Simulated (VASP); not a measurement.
# BeC (P6_3/mmc) in VASP: further runs

BeC is run at these levels: PBE; tasks: single point, relaxation of cell and atoms.

Program: VASP 6.6.1. These are calculated values, not measurements. Logs are shortened: lines on timing, memory, paths and dates and some standing lists are left out, and cuts for length are marked.

## Step 1: The cell of the first run

The structure is hexagonal, space group P6_3/mmc (No. 194). Conventional cell: a = 2.901 Å, b = 2.901 Å, c = 7.821 Å, α = 90.00°, β = 90.00°, γ = 120.00°. Within 2.4 Å of Be (site symmetry -6m2) lie 6 C at 1.82 Å. Within 2.8 Å of Be (site symmetry -3m) lie 6 C at 2.09 Å and 6 Be at 2.57 Å. Within 1.9 Å of C (site symmetry 3m) lie 1 C at 1.41 Å and 3 Be at 1.82 Å.

## Step 2: Single point, PBE

INCAR reads:

```
  ALGO = Normal
  EDIFF = 1E-6
  ENCUT = 520
  GGA = PE
  ISIF = 2
  ISMEAR = 0
  LASPH = True
  LCHARG = True
  LELF = True
  LREAL = False
  LVHAR = True
  LWAVE = False
  NBANDS = 22
  NELM = 80
  PREC = Accurate
  SIGMA = 0.1
```

KPOINTS reads:

```
k-points
0
Gamma
  6 6 2
```

POSCAR reads:

```
BeC
1.0
    2.9007271542      0.0000000029      0.0000000000
   -1.4503635796      2.5121034035      0.0000000000
    0.0000000000      0.0000000000      7.8206104985
Be C
4 4
Direct
    0.6666666667      0.3333333333      0.7500000000
    0.0000000000      0.0000000000      0.0000000000
    0.3333333333      0.6666666667      0.2500000000
    0.0000000000      0.0000000000      0.5000000000
    0.3333333333      0.6666666667      0.8403988532
    0.6666666667      0.3333333333      0.1596011468
    0.6666666667      0.3333333333      0.3403988532
    0.3333333333      0.6666666667      0.6596011468
```

Potentials or basis: VASP PAW PBE potentials, release 64 (Be, C).

Command:

```bash
$ cat potpaw_PBE.64/Be/POTCAR potpaw_PBE.64/C/POTCAR > POTCAR
$ mpirun -np 1 vasp_std > vasp.out
```

OUTCAR:

```text
EDIFF = 1E-6
   ENCUT = 520
   GGA = PE
   ISIF = 2
   ISMEAR = 0
   LASPH = True
   LREAL = False
   NELM = 80
   PREC = Accurate

 ion  position               nearest neighbor table
   1  0.667  0.333  0.750-   5 1.82   8 1.82   5 1.82   8 1.82   5 1.82   8 1.82
   2  0.000  0.000  0.000-   5 2.09   6 2.09   5 2.09   6 2.09   6 2.09   5 2.09
   3  0.333  0.667  0.250-   6 1.82   7 1.82   6 1.82   7 1.82   6 1.82   7 1.82
   4  0.000  0.000  0.500-   7 2.09   8 2.09   8 2.09   7 2.09   7 2.09   8 2.09
   5  0.333  0.667  0.840-   8 1.41   1 1.82   1 1.82   1 1.82   2 2.09   2 2.09   2 2.09
   6  0.667  0.333  0.160-   7 1.41   3 1.82   3 1.82   3 1.82   2 2.09   2 2.09   2 2.09
   7  0.667  0.333  0.340-   6 1.41   3 1.82   3 1.82   3 1.82   4 2.09   4 2.09   4 2.09
   8  0.333  0.667  0.660-   5 1.41   1 1.82   1 1.82   1 1.82   4 2.09   4 2.09   4 2.09

  LATTYP: Found a hexagonal cell.
 ALAT       =     2.9007271542
 C/A-ratio  =     2.6960862166

  Lattice vectors:

 A1 = (   2.9007271542,   0.0000000029,   0.0000000000)
 A2 = (  -1.4503635796,   2.5121034035,   0.0000000000)
 A3 = (   0.0000000000,   0.0000000000,   7.8206104985)

Analysis of symmetry for initial positions (statically):
=====================================================================
 Subroutine PRICEL returns:
 Original cell was already a primitive cell.

 Routine SETGRP: Setting up the symmetry group for a
 hexagonal supercell.

 Subroutine GETGRP returns: Found 24 space group operations
 (whereof 12 operations were pure point group operations)
 out of a pool of 24 trial point group operations.

The static configuration has the point symmetry D_3d.
 The point group associated with its full space group is D_6h.

Analysis of symmetry for dynamics (positions and initial velocities):
=====================================================================
 Subroutine PRICEL returns:
 Original cell was already a primitive cell.

 Routine SETGRP: Setting up the symmetry group for a
 hexagonal supercell.

 Subroutine GETGRP returns: Found 24 space group operations
 (whereof 12 operations were pure point group operations)
 out of a pool of 24 trial point group operations.

The dynamic configuration has the point symmetry D_3d.
 The point group associated with its full space group is D_6h.

 Subroutine INISYM returns: Found 24 space group operations
 (whereof 12 operations are pure point group operations),
 and found     1 'primitive' translations

----------------------------------------------------------------------------------------

                                     Primitive cell

  volume of cell :      56.9882

  direct lattice vectors                    reciprocal lattice vectors
     2.900727154  0.000000003  0.000000000     0.344741145  0.199036393  0.000000000
    -1.450363580  2.512103403  0.000000000    -0.000000000  0.398072786  0.000000000
     0.000000000  0.000000000  7.820610498     0.000000000  0.000000000  0.127867255

  length of vectors
     2.900727154  2.900727154  7.820610498     0.398072786  0.398072786  0.127867255

  position of ions in fractional coordinates (direct lattice)
     0.666666667  0.333333333  0.750000000
     0.000000000  0.000000000  0.000000000
     0.333333333  0.666666667  0.250000000
     0.000000000  0.000000000  0.500000000
     0.333333333  0.666666667  0.840398853
     0.666666667  0.333333333  0.159601147
     0.666666667  0.333333333  0.340398853
     0.333333333  0.666666667  0.659601147

  ion indices of the primitive-cell ions
   primitive index   ion index
                 1           1
                 2           2
                 3           3
                 4           4
                 5           5
                 6           6
                 7           7
                 8           8

----------------------------------------------------------------------------------------

 KPOINTS: k-points

Automatic generation of k-mesh.
 Grid dimensions read from file:
 generate k-points for:    6    6    2

 Generating k-lattice:

  Cartesian coordinates                     Fractional coordinates (reciprocal lattice)
     0.057456857  0.033172732  0.000000000     0.166666667 -0.000000000  0.000000000
    -0.000000000  0.066345464  0.000000000     0.000000000  0.166666667  0.000000000
     0.000000000  0.000000000  0.063933628     0.000000000  0.000000000  0.500000000

  Length of vectors
     0.066345464  0.066345464  0.063933628

  Shift w.r.t. Gamma in fractional coordinates (k-lattice)
     0.000000000  0.000000000  0.000000000

 Subroutine IBZKPT returns following result:
 ===========================================

 Found     14 irreducible k-points:

 Following reciprocal coordinates:
            Coordinates               Weight
  0.000000  0.000000  0.000000      1.000000
  0.166667  0.000000  0.000000      6.000000
  0.333333  0.000000  0.000000      6.000000
  0.500000  0.000000  0.000000      3.000000
  0.166667  0.166667  0.000000      6.000000
  0.333333  0.166667  0.000000     12.000000
  0.333333  0.333333  0.000000      2.000000
  0.000000  0.000000  0.500000      1.000000
  0.166667  0.000000  0.500000      6.000000
  0.333333  0.000000  0.500000      6.000000
  0.500000  0.000000  0.500000      3.000000
  0.166667  0.166667  0.500000      6.000000
  0.333333  0.166667  0.500000     12.000000
  0.333333  0.333333  0.500000      2.000000
   k-points           NKPTS =     14   k-points in BZ     NKDIM =     14   number of bands    NBANDS=     22
   number of dos      NEDOS =    301   number of ions     NIONS =      8
   total plane-waves  NPLWV =  34560
   dimension x,y,z NGX =    24 NGY =   24 NGZ =   60
   dimension x,y,z NGXF=    48 NGYF=   48 NGZF=  120
   ions per type =               4   4
   NGX,Y,Z   is equivalent  to a cutoff of  13.75, 13.75, 12.75 a.u.
   NGXF,Y,Z  is equivalent  to a cutoff of  27.51, 27.51, 25.51 a.u.
 SYSTEM =  unknown system
   PREC   = accura    normal or accurate (medium, high low for compatibility)
   ISTART =      0    job   : 0-new  1-cont  2-samecut
   ICHARG =      2    charge: 1-file 2-atom 10-const
   ISPIN  =      1    spin polarized calculation?
   LNONCOLLINEAR =      F non collinear calculations
   LSORBIT =      F    spin-orbit coupling
   LASPH  =      T    aspherical Exc in radial PAW
   ENCUT  =  520.0 eV  38.22 Ry    6.18 a.u.   5.39  5.39 14.54*2*pi/ulx,y,z
   NELM   =     80;   NELMIN=  2; NELMDL= -5     # of ELM steps
   EDIFF  = 0.1E-05   stopping-criterion for ELM
   LREAL  =      F    real-space projection
   EDIFFG = 0.1E-04   stopping-criterion for IOM
   NSW    =      0    number of steps for IOM
   IBRION =     -1    ionic relax: 0-MD 1-quasi-New 2-CG
   NFREE  =      0    steps in history (QN), initial steepest desc. (CG)
   ISIF   =      2    stress and relaxation
   ISYM   =      2    0-nonsym 1-usesym 2-fastsym
   POTIM  = 0.5000    time-step for ionic-motion
   TEBEG  =    0.0;   TEEND  =   0.0 temperature during run
   PSTRESS=    0.0 pullay stress
   NELECT =      24.0000    total number of electrons
   NUPDOWN=      -1.0000    fix difference up-down
   EMIN   =  10.00;   EMAX   =-10.00  energy-range for DOS
   EFERMI =   0.00;   METHOD = LEGACY
   ISMEAR =     0;   SIGMA  =   0.10  broadening in eV -4-tet -1-fermi 0-gaus
   EFERMI_NEDOS =   21; number of points for ismear=-14 and -15
   IALGO  =     38    algorithm
   IMIX   =      4    mixing-type and parameters
     AMIX     =   0.40;   BMIX     =  1.00
     AMIX_MAG =   1.60;   BMIX_MAG =  1.00
  volume/ion in A,a.u.               =       7.12        48.07
  Fermi-wavevector in a.u.,A,eV,Ry     =   1.227110  2.318902 20.487645  1.505799
  Thomas-Fermi vector in A             =   2.362086
   LORBIT       =      0    0 simple, 1 ext, 2 COOP (PROOUT), +10 PAW based schemes
   GGA     = PE    functional components
   LHFCALC =     F    Hartree Fock is set to
   AEXX    =    0.0000 exact exchange contribution
   IVDW    =     0    specifies the selected vdW correction
   LEPSILON=     F    determine dielectric tensor
   LRPA    =     F    only Hartree local field effects (RPA)
 non-spin polarized calculation
 Gauss-broadening in eV      SIGMA  =   0.10
  energy-cutoff  :      520.00
  volume of cell :       56.99
 maximum number of plane-waves:      1566
 NGX is ok and might be reduce to    24
   NGX = 11   NGY = 11   NGZ = 29

 number of electron      24.0000000 magnetization

 Free energy of the ion-electron system (eV)
  ---------------------------------------------------
  ext. energy  EPLUGINS =         0.00000000
  ---------------------------------------------------
  free energy    TOTEN  =       -48.70339411 eV

  energy without entropy =      -48.68625385  energy(sigma->0) =      -48.69482398

 E-fermi :   7.4524     XC(G=0): -11.4893

 val. band max:        6.9844669238   @ k =   0.1667   0.1667   0.0000
 cond. band min:       7.4828253935   @ k =   0.3333   0.1667   0.5000
 fundamental gap:      0.4983584698
 Fermi energy:         7.4523683741

 k-point     1 :       0.0000    0.0000    0.0000
  band No.  band energies     occupation
      1     -10.1714      2.00000
      2      -9.7444      2.00000
      3      -4.8043      2.00000
      4      -1.7212      2.00000
      5      -0.5537      2.00000
      6       3.8701      2.00000
[... 14 lines left out ...]
     21      15.4972      0.00000
     22      15.4972      0.00000

 k-point     2 :       0.1667    0.0000    0.0000
  band No.  band energies     occupation
      1      -9.8195      2.00000
      2      -9.4200      2.00000
      3      -4.3083      2.00000
      4      -1.2250      2.00000
      5      -0.4461      2.00000
      6       2.3286      2.00000
[... 14 lines left out ...]
     21      16.8332      0.00000
     22      17.1608      0.00000
[... 273 lines left out ...]
     21      17.2246      0.00000
     22      17.2246      0.00000

 k-point    14 :       0.3333    0.3333    0.5000
  band No.  band energies     occupation
      1      -7.9043      2.00000
      2      -7.9043      2.00000
      3      -0.9571      2.00000
      4      -0.9571      2.00000
      5      -0.6498      2.00000
      6      -0.6498      2.00000
[... 14 lines left out ...]
     21      18.6625      0.00000
     22      18.6625      0.00000

------------------------ aborting loop because EDIFF is reached ----------------------------------------

  FORCE on cell =-STRESS in cart. coord.  units (eV):
  Direction    XX          YY          ZZ          XY          YZ          ZX
  --------------------------------------------------------------------------------------
  -------------------------------------------------------------------------------------
  Total        0.1168743      0.1168743      0.1767556      0.0000000      0.0000000     -0.0000000
  in kB        3.2858259      3.2858259      4.9693395      0.0000000      0.0000000     -0.0000000
  external PRESSURE =       3.8469971 kB  Pullay stress =       0.0000000 kB

 VOLUME and BASIS-vectors are now :
 -----------------------------------------------------------------------------
  energy-cutoff  :      520.00
  volume of cell :       56.99
      direct lattice vectors                 reciprocal lattice vectors
     2.900727154  0.000000003  0.000000000     0.344741145  0.199036393  0.000000000
    -1.450363580  2.512103403  0.000000000    -0.000000000  0.398072786  0.000000000
     0.000000000  0.000000000  7.820610498     0.000000000  0.000000000  0.127867255

 POSITION                                       TOTAL-FORCE (eV/Angst)
 -----------------------------------------------------------------------------------
      1.45036      0.83737      5.86546        -0.000000      0.000000     -0.000000
      0.00000      0.00000      0.00000        -0.000000     -0.000000      0.000000
     -0.00000      1.67474      1.95515        -0.000000     -0.000000      0.000000
      0.00000      0.00000      3.91031        -0.000000     -0.000000      0.000000
     -0.00000      1.67474      6.57243        -0.000000      0.000000      0.086147
      1.45036      0.83737      1.24818         0.000000     -0.000000     -0.086147
      1.45036      0.83737      2.66213         0.000000     -0.000000      0.086147
     -0.00000      1.67474      5.15848        -0.000000      0.000000     -0.086147
 -----------------------------------------------------------------------------------
    total drift:                                0.000000     -0.000000     -0.000000

  FREE ENERGIE OF THE ION-ELECTRON SYSTEM (eV)
  ---------------------------------------------------
  free  energy   TOTEN  =       -48.7033941055 eV

  energy  without entropy=      -48.6862538477  energy(sigma->0) =      -48.69482398
```

It took 15 s on 1 thread of Intel Xeon Platinum 8124M at 3.00GHz (Skylake/Cascade Lake), shared host; peak memory 0.17 GiB.

Results:

| Quantity | Value |
| --- | --- |
| Free energy | -48.7034 eV |
| Pressure | 0.4 GPa |
| Largest force | 0.086 eV/Å |
| Band gap on the k mesh | zero (band 12 reaches 10.89 eV, above the bottom of band 13 at 4.96 eV) |

Forces on the atoms (eV/Å):
```
Be   0.000  0.000  0.000
Be   0.000  0.000  0.000
Be   0.000  0.000  0.000
Be   0.000  0.000  0.000
C    0.000  0.000  0.086
C    0.000  0.000 -0.086
C    0.000  0.000  0.086
C    0.000  0.000 -0.086
```

Caveat: the k points lie up to 0.42 Å⁻¹ apart.

## Step 3: Single point, PBE

This run uses another cell than the first one, of 8.21 Å³/atom, 1.153 times its volume.

INCAR reads:

```
ALGO = Normal
EDIFF = 1E-6
ENCUT = 520
GGA = PE
ISIF = 2
ISMEAR = 0
LASPH = True
LCHARG = False
LREAL = False
LWAVE = False
NBANDS = 22
NELM = 80
PREC = Accurate
SIGMA = 0.1
```

KPOINTS is that of step 2.

POSCAR reads:

```
BeC
1.0
    2.8450359500      0.0000000000      0.0000000000
   -1.4225179800      2.4638734100      0.0000000000
    0.0000000000      0.0000000000      9.3749034500
Be C
4 4
Direct
    0.6666666700      0.3333333300      0.7500000000
    0.0000000000      0.0000000000      0.0000000000
    0.3333333300      0.6666666700      0.2500000000
    0.0000000000      0.0000000000      0.5000000000
    0.3333333300      0.6666666700      0.8750000000
    0.6666666700      0.3333333300      0.1250000000
    0.6666666700      0.3333333300      0.3750000000
    0.3333333300      0.6666666700      0.6250000000
```

Potentials or basis: VASP PAW PBE potentials, release 64 (Be, C).

Command:

```bash
$ cat potpaw_PBE.64/Be/POTCAR potpaw_PBE.64/C/POTCAR > POTCAR
$ mpirun -np 1 vasp_std > vasp.out
```

Wall time 15 s (1 thread of Intel Xeon Platinum 8124M at 3.00GHz (Skylake/Cascade Lake), shared host); peak memory 0.18 GiB.

The run converged. Its results:

```
Free energy            : -41.9755 eV
Pressure               : -19.5 GPa
Largest force          : 1.520 eV/Å
Band gap on the k mesh : zero (band 12 reaches 7.86 eV, above the bottom of band 13 at 3.31 eV)
```

Forces in eV/Å, atoms in the order of the input:
```
Be   0.000  0.000  0.000
Be   0.000  0.000  0.000
Be   0.000  0.000  0.000
Be   0.000  0.000  0.000
C    0.000  0.000 -1.520
C    0.000  0.000  1.520
C    0.000  0.000 -1.520
C    0.000  0.000  1.520
```

Stress tensor (GPa, compression positive):
```
 -9.61   0.00   0.00
  0.00  -9.61   0.00
  0.00   0.00 -39.24
```

Levels at points of the mesh, in eV from the Fermi level:
| k point | band 10 | band 11 | band 12 | band 13 | band 14 | band 15 |
| --- | --- | --- | --- | --- | --- | --- |
| (0.00, 0.00, 0.00) | 1.55 | 1.55 | 2.58 | 2.58 | 2.59 | 2.66 |
| (0.50, 0.00, 0.00) | -1.90 | -1.33 | -0.14 | -0.03 | 0.84 | 1.94 |
| (0.00, 0.00, 0.50) | 1.48 | 1.48 | 1.48 | 2.62 | 2.62 | 2.62 |
| (0.50, 0.00, 0.50) | -2.31 | -1.01 | -1.01 | 1.18 | 1.18 | 1.53 |

Caveat: the k points lie up to 0.43 Å⁻¹ apart; forces of over 1 eV/Å act on the atoms, so gaps and moduli don't describe the material at rest.

(Part 1 of 2 ends here.)
